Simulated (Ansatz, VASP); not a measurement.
**MoS2 in VASP and in Ansatz**

Contents of INCAR:

```
PREC = Accurate ; ENCUT = 600
EDIFF = 1E-6 ; ISMEAR = 0
SIGMA = 0.02 ; LREAL = False
LASPH = True ; NELM = 100
ALGO = Normal ; ISIF = 3
LWAVE = False ; LCHARG = False
GGA = PE ; IVDW = 12
IBRION = 2 ; NSW = 100
EDIFFG = -0.002
```

File KPOINTS:

```
Automatic mesh
0
Gamma
  15 15 4
```

The input POSCAR:

```
MoS2
1.0
    3.1690000000      0.0000000000      0.0000000000
   -1.5845000000      2.7444345046      0.0000000000
    0.0000000000      0.0000000000     12.3240000000
Mo S
2 4
Direct
    0.3333333333      0.6666666667      0.2500000000
    0.6666666667      0.3333333333      0.7500000000
    0.3333333333      0.6666666667      0.6230000000
    0.6666666667      0.3333333333      0.1230000000
    0.3333333333      0.6666666667      0.8770000000
    0.6666666667      0.3333333333      0.3770000000
```

Input for Ansatz:

```yaml
crystal:
  lattice:
    - [3.169, 0.0, 0.0]
    - [-1.5845, 2.7444345046, 0.0]
    - [0.0, 0.0, 12.324]
  atoms:
    - { symbol: Mo, position: [0.3333333333, 0.6666666667, 0.25] }
    - { symbol: Mo, position: [0.6666666667, 0.3333333333, 0.75] }
    - { symbol: S, position: [0.3333333333, 0.6666666667, 0.623] }
    - { symbol: S, position: [0.6666666667, 0.3333333333, 0.123] }
    - { symbol: S, position: [0.3333333333, 0.6666666667, 0.877] }
    - { symbol: S, position: [0.6666666667, 0.3333333333, 0.377] }
basis:
  ecutwfc: 420
kpoints:
  mp_grid: { grid: [15, 15, 4] }
hamiltonian:
  xc: pbe
  dispersion: d3bj
  pseudopotentials: { kind: paw }
scf:
  occupations: { method: gaussian, width: 0.02 }
output:
  forces: true
  stress: true
  eigenvalues: true
  write_density: true
  write_potential: true
  elf: true
  volumetric_format: npy
relax:
  adjacent_minimum: "off"
  f_tol: 0.002
  max_steps: 80
  cell: { stress_tol: 0.02 }
```

Alike in both runs: task relaxation of cell and atoms; functional PBE; dispersion D3(BJ); k mesh 15 × 15 × 4; occupations gaussian, width 0.02 eV; no spin polarisation.

|  | VASP | Ansatz |
| --- | --- | --- |
| version | VASP 6.6.1 | Ansatz 0.2.0 |
| potentials or method | VASP PAW PBE potentials, release 64 (Mo_sv, S), cutoff 600 eV | scalar-relativistic, plane waves, PAW |
| valence electrons in the cell | 52 | 52 |

VASP gave:

```
gap on the k mesh at the Fermi level, each at its own relaxed structure (eV) : 0.83
relaxed volume (Å³/atom)                                                     : 17.29
relaxed length of the cell vector where the two differ most in proportion (Å)              : 12.081
```

Task: Which values does Ansatz return?

Result: gap on the k mesh at the Fermi level, each at its own relaxed structure (eV): 0.81; relaxed volume (Å³/atom): 17.31; relaxed length of the cell vector where the two differ most in proportion (Å): 12.089.
